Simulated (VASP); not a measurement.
Wanted: the native input for a VASP 6.6.1 run.

```yaml
Task: relaxation of cell and atoms
Functional: LDA
Potentials_or_basis: VASP PAW LDA potentials, release 64 (Hf_pv, N)
Cutoff: 600 eV
k_mesh: 8 × 8 × 4
Occupations: methfessel-paxton, width 0.1 eV
Spin: no spin polarisation
Dipole_correction: no
Further_INCAR_settings: ALGO = Normal; EDIFF = 1e-06; IBRION = 2; EDIFFG = -0.01; NSW = 80; ISIF = 3
```

The structure of HfN lies in POSCAR:

```
HfN
1.0
    3.1339100000      0.0000000000      0.0000000000
   -1.5669550000      2.7140456732      0.0000000000
    0.0000000000      0.0000000000      5.4167700000
Hf N
2 2
Direct
    0.6666666667      0.3333333333      0.7500000000
    0.3333333333      0.6666666667      0.2500000000
    0.0000000000      0.0000000000      0.0000000000
    0.0000000000      0.0000000000      0.5000000000
```

These files were run (other wordings do the same):

INCAR

```
PREC = Accurate
ENCUT = 600
EDIFF = 1E-6
ISMEAR = 1
SIGMA = 0.1
LREAL = False
LASPH = True
NELM = 60
ALGO = Normal
ISIF = 3
LWAVE = False
LCHARG = False
IBRION = 2
NSW = 80
EDIFFG = -0.01
```

KPOINTS

```
Automatic mesh
0
Gamma
  8 8 4
```

Potentials or basis: VASP PAW LDA potentials, release 64 (Hf_pv, N).

Run with:

```sh
$ cat potpaw_LDA.64/Hf_pv/POTCAR potpaw_LDA.64/N/POTCAR > POTCAR
$ mpirun -np 1 vasp_std > vasp.out
```

Results of the run:

```
Relaxed volume                         : 11.12 Å³/atom
Relaxed cell                           : a = 3.097 Å, b = 3.097 Å, c = 5.356 Å, α = 90.00°, β = 90.00°, γ = 120.00°
Space group after relaxing (to 0.05 Å) : P6_3/mmc (No. 194)
Energy gained by relaxing              : 12.6 meV/atom
Ionic steps                            : 7
Pressure after relaxing                : -0.1 GPa
Band gap on the k mesh                 : zero (band 15 reaches 10.01 eV, above the bottom of band 16 at 7.62 eV)
```

Caveat: spin-orbit coupling is left out, which moves the levels of the heavy elements.

Wall time 84 s on 1 thread of AMD EPYC 9R45 96-Core Processor (Zen 5), on a shared host, peak memory 0.15 GiB.
